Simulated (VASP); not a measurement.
# Ca (Pm-3m) in VASP: further runs, part 2 of 2

VASP 6.6.1. The steps go on from the part before.

## (4) Single point, PBEsol (volume scaled by 0.8)

INCAR

```
PREC = Accurate
ENCUT = 520
EDIFF = 1E-7
ISMEAR = -1
SIGMA = 0.08
LREAL = F
LASPH = T
NELM = 60
ALGO = Normal
ISIF = 2
LWAVE = F
LCHARG = F
GGA = PS
NBANDS = 11
```

KPOINTS

```
regular mesh
0
Gamma
  11 11 11
```

POSCAR

```
Ca
1.0
    3.2139225785      0.0000000000      0.0000000000
    0.0000000000      3.2139225785      0.0000000000
    0.0000000000      0.0000000000      3.2139225785
Ca
1
Direct
    0.0000000000      0.0000000000      0.0000000000
```

Potentials or basis: VASP PAW PBE potentials, release 64 (Ca_sv).

Run with:

```sh
$ cat potpaw_PBE.64/Ca_sv/POTCAR > POTCAR
$ mpirun -np 1 vasp_std > vasp.out
```

OUTCAR:

```text
PREC = Accurate
   ENCUT = 520
   EDIFF = 1E-7
   ISMEAR = -1
   LREAL = F
   LASPH = T
   NELM = 60
   ISIF = 2
   GGA = PS

 ion  position               nearest neighbor table
   1  0.000  0.000  0.000-

  LATTYP: Found a simple cubic cell.
 ALAT       =     3.2139225785

  Lattice vectors:

 A1 = (   3.2139225785,   0.0000000000,   0.0000000000)
 A2 = (   0.0000000000,   3.2139225785,   0.0000000000)
 A3 = (   0.0000000000,   0.0000000000,   3.2139225785)

Analysis of symmetry for initial positions (statically):
=====================================================================
 Subroutine PRICEL returns:
 Original cell was already a primitive cell.

 Routine SETGRP: Setting up the symmetry group for a
 simple cubic supercell.

 Subroutine GETGRP returns: Found 48 space group operations
 (whereof 48 operations were pure point group operations)
 out of a pool of 48 trial point group operations.

The static configuration has the point symmetry O_h .

Analysis of symmetry for dynamics (positions and initial velocities):
=====================================================================
 Subroutine PRICEL returns:
 Original cell was already a primitive cell.

 Routine SETGRP: Setting up the symmetry group for a
 simple cubic supercell.

 Subroutine GETGRP returns: Found 48 space group operations
 (whereof 48 operations were pure point group operations)
 out of a pool of 48 trial point group operations.

The dynamic configuration has the point symmetry O_h .

 Subroutine INISYM returns: Found 48 space group operations
 (whereof 48 operations are pure point group operations),
 and found     1 'primitive' translations

----------------------------------------------------------------------------------------

                                     Primitive cell

  volume of cell :      33.1976

  direct lattice vectors                    reciprocal lattice vectors
     3.213922579  0.000000000  0.000000000     0.311146263  0.000000000  0.000000000
     0.000000000  3.213922579  0.000000000     0.000000000  0.311146263  0.000000000
     0.000000000  0.000000000  3.213922579     0.000000000  0.000000000  0.311146263

  length of vectors
     3.213922579  3.213922579  3.213922579     0.311146263  0.311146263  0.311146263

  position of ions in fractional coordinates (direct lattice)
     0.000000000  0.000000000  0.000000000

  ion indices of the primitive-cell ions
   primitive index   ion index
                 1           1

----------------------------------------------------------------------------------------

 KPOINTS: regular mesh

Automatic generation of k-mesh.
 Grid dimensions read from file:
 generate k-points for:   11   11   11

 Generating k-lattice:

  Cartesian coordinates                     Fractional coordinates (reciprocal lattice)
     0.028286024  0.000000000  0.000000000     0.090909091  0.000000000  0.000000000
     0.000000000  0.028286024  0.000000000     0.000000000  0.090909091  0.000000000
     0.000000000  0.000000000  0.028286024     0.000000000  0.000000000  0.090909091

  Length of vectors
     0.028286024  0.028286024  0.028286024

  Shift w.r.t. Gamma in fractional coordinates (k-lattice)
     0.000000000  0.000000000  0.000000000

 Subroutine IBZKPT returns following result:
 ===========================================

 Found     56 irreducible k-points:

 Following reciprocal coordinates:
            Coordinates               Weight
  0.000000  0.000000  0.000000      1.000000
  0.090909  0.000000  0.000000      6.000000
  0.181818  0.000000  0.000000      6.000000
  0.272727  0.000000  0.000000      6.000000
  0.363636  0.000000  0.000000      6.000000
  0.454545  0.000000  0.000000      6.000000
[... 16 lines left out ...]
  0.181818  0.090909  0.090909     24.000000
  0.272727  0.090909  0.090909     24.000000
 [... further k-points ...]
   k-points           NKPTS =     56   k-points in BZ     NKDIM =     56   number of bands    NBANDS=     11
   number of dos      NEDOS =    301   number of ions     NIONS =      1
   total plane-waves  NPLWV =  13824
   dimension x,y,z NGX =    24 NGY =   24 NGZ =   24
   dimension x,y,z NGXF=    48 NGYF=   48 NGZF=   48
   ions per type =               1
   NGX,Y,Z   is equivalent  to a cutoff of  12.41, 12.41, 12.41 a.u.
   NGXF,Y,Z  is equivalent  to a cutoff of  24.83, 24.83, 24.83 a.u.
 SYSTEM =  unknown system
   PREC   = accura    normal or accurate (medium, high low for compatibility)
   ISTART =      0    job   : 0-new  1-cont  2-samecut
   ICHARG =      2    charge: 1-file 2-atom 10-const
   ISPIN  =      1    spin polarized calculation?
   LNONCOLLINEAR =      F non collinear calculations
   LSORBIT =      F    spin-orbit coupling
   LASPH  =      T    aspherical Exc in radial PAW
   ENCUT  =  520.0 eV  38.22 Ry    6.18 a.u.   5.98  5.98  5.98*2*pi/ulx,y,z
   NELM   =     60;   NELMIN=  2; NELMDL= -5     # of ELM steps
   EDIFF  = 0.1E-06   stopping-criterion for ELM
   LREAL  =      F    real-space projection
   EDIFFG = 0.1E-05   stopping-criterion for IOM
   NSW    =      0    number of steps for IOM
   IBRION =     -1    ionic relax: 0-MD 1-quasi-New 2-CG
   NFREE  =      0    steps in history (QN), initial steepest desc. (CG)
   ISIF   =      2    stress and relaxation
   ISYM   =      2    0-nonsym 1-usesym 2-fastsym
   POTIM  = 0.5000    time-step for ionic-motion
   TEBEG  =    0.0;   TEEND  =   0.0 temperature during run
   PSTRESS=    0.0 pullay stress
   NELECT =      10.0000    total number of electrons
   NUPDOWN=      -1.0000    fix difference up-down
   EMIN   =  10.00;   EMAX   =-10.00  energy-range for DOS
   EFERMI =   0.00;   METHOD = LEGACY
   ISMEAR =    -1;   SIGMA  =   0.08  broadening in eV -4-tet -1-fermi 0-gaus
   EFERMI_NEDOS =   21; number of points for ismear=-14 and -15
   IALGO  =     38    algorithm
   IMIX   =      4    mixing-type and parameters
     AMIX     =   0.40;   BMIX     =  1.00
     AMIX_MAG =   1.60;   BMIX_MAG =  1.00
  volume/ion in A,a.u.               =      33.20       224.03
  Fermi-wavevector in a.u.,A,eV,Ry     =   1.097420  2.073823 16.385905  1.204330
  Thomas-Fermi vector in A             =   2.233779
   LORBIT       =      0    0 simple, 1 ext, 2 COOP (PROOUT), +10 PAW based schemes
   GGA     = PS    functional components
   LHFCALC =     F    Hartree Fock is set to
   AEXX    =    0.0000 exact exchange contribution
   IVDW    =     0    specifies the selected vdW correction
   LEPSILON=     F    determine dielectric tensor
   LRPA    =     F    only Hartree local field effects (RPA)
 non-spin polarized calculation
  energy-cutoff  :      520.00
  volume of cell :       33.20
 maximum number of plane-waves:       912
 NGX is ok and might be reduce to    24
   NGX = 11   NGY = 11   NGZ = 11

 number of electron      10.0000000 magnetization

 number of electron       9.9999996 magnetization

 Free energy of the ion-electron system (eV)
  ---------------------------------------------------
  ext. energy  EPLUGINS =         0.00000000
  ---------------------------------------------------
  free energy    TOTEN  =        -1.66629026 eV

  energy without entropy =       -1.64984231  energy(sigma->0) =       -1.65806628

 E-fermi :   2.7939     XC(G=0):  -8.5914

 val. band max:        2.7665494009   @ k =   0.4545   0.0909   0.0909
 cond. band min:       2.7996265824   @ k =   0.4545   0.1818   0.0000
 fundamental gap:      0.0330771814
 Fermi energy:         2.7938899596

 k-point     1 :       0.0000    0.0000    0.0000
  band No.  band energies     occupation
      1     -38.7768      2.00000
      2     -19.6304      2.00000
      3     -19.6304      2.00000
      4     -19.6304      2.00000
      5      -1.4024      2.00000
      6       3.5298      0.00020
      7       3.5298      0.00020
      8       7.8517      0.00000
      9       7.8517      0.00000
     10       7.8517      0.00000
     11      13.3238      0.00000

 k-point     2 :       0.0909    0.0000    0.0000
  band No.  band energies     occupation
      1     -38.7725      2.00000
      2     -19.6711      2.00000
      3     -19.6269      2.00000
      4     -19.6269      2.00000
      5      -1.2555      2.00000
      6       3.5759      0.00011
      7       3.6038      0.00008
      8       7.6685      0.00000
      9       7.6685      0.00000
     10       7.8639      0.00000
     11      12.4626      0.00000
[... 295 lines left out ...]
 k-point    24 :       0.2727    0.0909    0.0909
  band No.  band energies     occupation
      1     -38.7373      2.00000
      2     -19.9076      2.00000
      3     -19.6432      2.00000
      4     -19.6387      2.00000
      5       0.0834      2.00000
      6       3.9258      0.00000
      7       4.0310      0.00000
      8       6.5461      0.00000
      9       6.5984      0.00000
     10       7.6174      0.00000
     11      10.3810      0.00000

 [... further k-points ...]
[... 5 lines left out ...]
  --------------------------------------------------------------------------------------
  -------------------------------------------------------------------------------------
  Total        0.7426224      0.7426224      0.7426224      0.0000000      0.0000000     -0.0000000
  in kB       35.8403603     35.8403603     35.8403603      0.0000000      0.0000000     -0.0000000
  external PRESSURE =      35.8403603 kB  Pullay stress =       0.0000000 kB

 VOLUME and BASIS-vectors are now :
 -----------------------------------------------------------------------------
  energy-cutoff  :      520.00
  volume of cell :       33.20
      direct lattice vectors                 reciprocal lattice vectors
     3.213922579  0.000000000  0.000000000     0.311146263  0.000000000  0.000000000
     0.000000000  3.213922579  0.000000000     0.000000000  0.311146263  0.000000000
     0.000000000  0.000000000  3.213922579     0.000000000  0.000000000  0.311146263

 POSITION                                       TOTAL-FORCE (eV/Angst)
 -----------------------------------------------------------------------------------
      0.00000      0.00000      0.00000         0.000000      0.000000      0.000000
 -----------------------------------------------------------------------------------
    total drift:                               -0.000000     -0.000000      0.000000

  FREE ENERGIE OF THE ION-ELECTRON SYSTEM (eV)
  ---------------------------------------------------
  free  energy   TOTEN  =        -1.6662902566 eV

  energy  without entropy=       -1.6498423080  energy(sigma->0) =       -1.65806628
```

OSZICAR:

```text
N       E                     dE             d eps       ncg     rms          rms(c)
DAV:   1     0.685369129127E+02    0.68537E+02   -0.51959E+03  1232   0.855E+02
DAV:   2    -0.249523562267E+00   -0.68786E+02   -0.68090E+02  1361   0.216E+02
DAV:   3    -0.162397962630E+01   -0.13745E+01   -0.13617E+01  1624   0.309E+01
DAV:   4    -0.168968546934E+01   -0.65706E-01   -0.65582E-01  1592   0.548E+00
DAV:   5    -0.169113324178E+01   -0.14478E-02   -0.14477E-02  1668   0.737E-01    0.244E+00
DAV:   6    -0.167457266942E+01    0.16561E-01   -0.82037E-03  1583   0.105E+00    0.143E+00
DAV:   7    -0.166626367501E+01    0.83090E-02   -0.16871E-02  1829   0.143E+00    0.114E-01
DAV:   8    -0.166627055708E+01   -0.68821E-05   -0.53188E-04  1414   0.187E-01    0.290E-02
DAV:   9    -0.166629047291E+01   -0.19916E-04   -0.69691E-05  1854   0.757E-02    0.680E-03
DAV:  10    -0.166629046306E+01    0.98428E-08   -0.32360E-06  1400   0.179E-02    0.815E-04
DAV:  11    -0.166629030865E+01    0.15442E-06   -0.30204E-07  1631   0.467E-03    0.411E-04
DAV:  12    -0.166629025661E+01    0.52037E-07   -0.43047E-09   694   0.693E-04
   1 F= -.16662903E+01 E0= -.16580663E+01  d E =-.164479E-01
```

It took 23 s on 1 thread of Intel Xeon 6975P-C, shared host; peak memory 0.15 GiB.

Results:

| Property | Result |
| --- | --- |
| Free energy | -1.6663 eV |
| Pressure | 3.6 GPa |
| Band gap on the k mesh | zero (band 5 reaches 3.22 eV, above the bottom of band 6 at 2.74 eV) |

Levels at points of the mesh, in eV from the Fermi level:
```
           k point  band 3  band 4  band 5  band 6  band 7  band 8
(0.00, 0.00, 0.00)  -22.42  -22.42   -4.20    0.74    0.74    5.06
```

Caveat: the PAW data sets were made with another functional, which shifts forces and pressure a little.

## (5) Single point, PBEsol (volume scaled by 0.9)

INCAR

```
SYSTEM = Ca
PREC = Accurate
ENCUT = 520
EDIFF = 1E-6
ISMEAR = -1
SIGMA = 0.08
LREAL = .FALSE.
LASPH = .TRUE.
NELM = 100
ALGO = Normal
ISIF = 2
LWAVE = .FALSE.
LCHARG = .FALSE.
GGA = PS
NBANDS = 11
```

KPOINTS

```
regular mesh
0
G
  11 11 11
  0 0 0
```

POSCAR

```
Ca
1.0
    3.3426141820      0.0000000000      0.0000000000
    0.0000000000      3.3426141820      0.0000000000
    0.0000000000      0.0000000000      3.3426141820
Ca
1
Direct
    0.0000000000      0.0000000000      0.0000000000
```

Potentials or basis: VASP PAW PBE potentials, release 64 (Ca_sv).

Run with:

```sh
$ cat potpaw_PBE.64/Ca_sv/POTCAR > POTCAR
$ mpirun -np 1 vasp_std > vasp.out
```

OUTCAR:

```text
SYSTEM = Ca
   PREC = Accurate
   ENCUT = 520
   EDIFF = 1E-6
   ISMEAR = -1
   LREAL = .FALSE.
   LASPH = .TRUE.
   NELM = 100
   ISIF = 2
   GGA = PS

 ion  position               nearest neighbor table
   1  0.000  0.000  0.000-

  LATTYP: Found a simple cubic cell.
 ALAT       =     3.3426141820

  Lattice vectors:

 A1 = (   3.3426141820,   0.0000000000,   0.0000000000)
 A2 = (   0.0000000000,   3.3426141820,   0.0000000000)
 A3 = (   0.0000000000,   0.0000000000,   3.3426141820)

[... 507 lines left out ...]
      3     -20.4105      2.00000
      4     -20.4077      2.00000
      5      -0.4162      2.00000
      6       3.3078      0.00000
      7       3.4929      0.00000
      8       5.7575      0.00000
      9       5.7856      0.00000
     10       6.6870      0.00000
     11       9.1210      0.00000

 [... further k-points ...]
[... 5 lines left out ...]
  --------------------------------------------------------------------------------------
  -------------------------------------------------------------------------------------
  Total        0.3324594      0.3324594      0.3324594     -0.0000000     -0.0000000      0.0000000
  in kB       14.2623290     14.2623290     14.2623290     -0.0000000     -0.0000000      0.0000000
  external PRESSURE =      14.2623290 kB  Pullay stress =       0.0000000 kB

 VOLUME and BASIS-vectors are now :
 -----------------------------------------------------------------------------
  energy-cutoff  :      520.00
  volume of cell :       37.35
      direct lattice vectors                 reciprocal lattice vectors
     3.342614182  0.000000000  0.000000000     0.299167043  0.000000000  0.000000000
     0.000000000  3.342614182  0.000000000     0.000000000  0.299167043  0.000000000
     0.000000000  0.000000000  3.342614182     0.000000000  0.000000000  0.299167043

 POSITION                                       TOTAL-FORCE (eV/Angst)
 -----------------------------------------------------------------------------------
      0.00000      0.00000      0.00000         0.000000      0.000000      0.000000
 -----------------------------------------------------------------------------------
    total drift:                               -0.000000     -0.000000     -0.000000

  FREE ENERGIE OF THE ION-ELECTRON SYSTEM (eV)
  ---------------------------------------------------
  free  energy   TOTEN  =        -1.7303763759 eV

  energy  without entropy=       -1.7104451448  energy(sigma->0) =       -1.72041076
```

OSZICAR:

```text
N       E                     dE             d eps       ncg     rms          rms(c)
DAV:   1     0.687647884865E+02    0.68765E+02   -0.50926E+03  1232   0.831E+02
DAV:   2    -0.184645954891E+00   -0.68949E+02   -0.68371E+02  1355   0.213E+02
DAV:   3    -0.168013717656E+01   -0.14955E+01   -0.14838E+01  1733   0.311E+01
DAV:   4    -0.174740094820E+01   -0.67264E-01   -0.67051E-01  1564   0.507E+00
DAV:   5    -0.174860464771E+01   -0.12037E-02   -0.12036E-02  1705   0.615E-01    0.240E+00
DAV:   6    -0.173665900098E+01    0.11946E-01   -0.80102E-03  1479   0.106E+00    0.142E+00
DAV:   7    -0.173043025073E+01    0.62288E-02   -0.15760E-02  1731   0.146E+00    0.115E-01
DAV:   8    -0.173036431710E+01    0.65934E-04   -0.83768E-04  1403   0.228E-01    0.279E-02
DAV:   9    -0.173037612366E+01   -0.11807E-04   -0.78442E-05  1886   0.833E-02    0.581E-03
DAV:  10    -0.173037637585E+01   -0.25220E-06   -0.21936E-06  1358   0.151E-02
   1 F= -.17303764E+01 E0= -.17204108E+01  d E =-.199312E-01
```

stdout:

```text
POSCAR found type information on POSCAR Ca
 POSCAR found :  1 types and       1 ions
 scaLAPACK will be used
 -----------------------------------------------------------------------------
|                                                                             |
|                                                                             |
|     You enforced a specific xc type in the INCAR file but a different       |
|     I HOPE YOU KNOW WHAT YOU ARE DOING!                                     |
|                                                                             |
 -----------------------------------------------------------------------------

 LDA part: xc-table for (Slater+PW92), standard interpolation
 POSCAR, INCAR and KPOINTS ok, starting setup
 FFT: planning ... GRIDC
 FFT: planning ... GRID_SOFT
 FFT: planning ... GRID
 WAVECAR not read
 entering main loop
```

It took 29 s on 1 thread of Intel Xeon 6975P-C, shared host; peak memory 0.17 GiB.

Results:

```
Free energy            : -1.7304 eV
Pressure               : 1.4 GPa
Band gap on the k mesh : zero (band 5 reaches 2.80 eV, above the bottom of band 6 at 2.09 eV)
```

Caveat: the PAW data sets were made with another functional, which shifts forces and pressure a little.

## (6) Overview

| cell | gap on the mesh (eV) | pressure (GPa) |
| --- | --- | --- |
| a = 3.074 Å, 1 atom | none | 7.0 |
| a = 3.214 Å, 1 atom | none | 3.6 |
| a = 3.343 Å, 1 atom | none | 1.4 |

Alike in all rows: task single point; level PBEsol; potentials or basis VASP PAW PBE potentials, release 64 (Ca_sv); no spin polarisation; k mesh 11 × 11 × 11; cutoff (eV) 520; smearing fermi-dirac 0.08 eV.

Caveats: the PAW data sets were made with another functional, which shifts forces and pressure a little.

Total energies depend on the potentials used, so only differences within one code and one set of settings carry meaning.
